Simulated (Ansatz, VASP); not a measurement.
## Two plane-wave programs on AlNi

```
Ni Al
1.0
     1.92568   -1.94008    0.00000
     1.92568    1.94008    0.00000
     0.00000    0.00000    3.07863
Ni Al
1 1
Direct
  0.50000 0.50000 0.50000
  0.00000 0.00000 0.00000
```

Alike in both runs: task single point; functional PBE; k mesh 10 × 10 × 9; occupations fermi-dirac, width 0.05 eV; collinear spin.

|  | VASP | Ansatz |
| --- | --- | --- |
| version | VASP 6.6.1 | Ansatz 0.2.0 |
| potentials or method | VASP PAW PBE potentials, release 64 (Ni, Al) | Ansatz PAW |
| plane-wave cutoff (eV) | 520 | 420 |
| valence electrons in the cell | 13 | 21 |

```tsv
	VASP	Ansatz	Ansatz less VASP
gap on the k mesh at the Fermi level (eV)	none	none	-
pressure (GPa)	10.0	9.9	-0.13
traceless stress, the component that is largest in VASP (GPa)	-5.07	-4.93	+0.137
net moment per atom (μB)	0.00	0.00	0.000
```

A gap of «none» marks a metal or a gap that the smearing closes. With one functional, cell and mesh, what is left measures potentials, basis and numerics. VASP's potentials hold 13 valence electrons a cell and Ansatz's 21, so a difference there can come from the potentials and not from the codes.
